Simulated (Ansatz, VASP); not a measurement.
One calculation of Ca2SeO, two programs

```xyz
4
Lattice="3.9416 0.0000 0.0000 0.0000 3.9416 0.0000 0.0000 0.0000 5.5804" Properties=species:S:1:pos:R:3 pbc="T T T"
O     0.0000    0.0000    0.0000
Ca    0.0000    0.0000    2.7902
Ca    1.9708    1.9708    0.0000
Se    1.9708    1.9708    2.7902
```

Alike in both runs: task single point; functional PBE; k mesh 6 × 6 × 4; no spin polarisation.

|  | VASP | Ansatz |
| --- | --- | --- |
| version | VASP 6.6.1 | Ansatz 0.2.0 |
| potentials or method | VASP PAW PBE potentials, release 64 (O, Ca_sv, Se) | plane waves, PAW |
| plane-wave cutoff (eV) | 520 | 420 |
| occupations | gaussian, width 0.01 eV | fixed |
| valence electrons in the cell | 32 | 42 |

Ansatz gave:

```
gap on the k mesh at the Fermi level (eV) : 2.10
pressure (GPa)                            : -1.7
```

Estimate VASP's values.

gap on the k mesh at the Fermi level (eV): 2.09; pressure (GPa): -1.5.

VASP's potentials hold 32 valence electrons a cell and Ansatz's 42, so a difference there can come from the potentials and not from the codes.
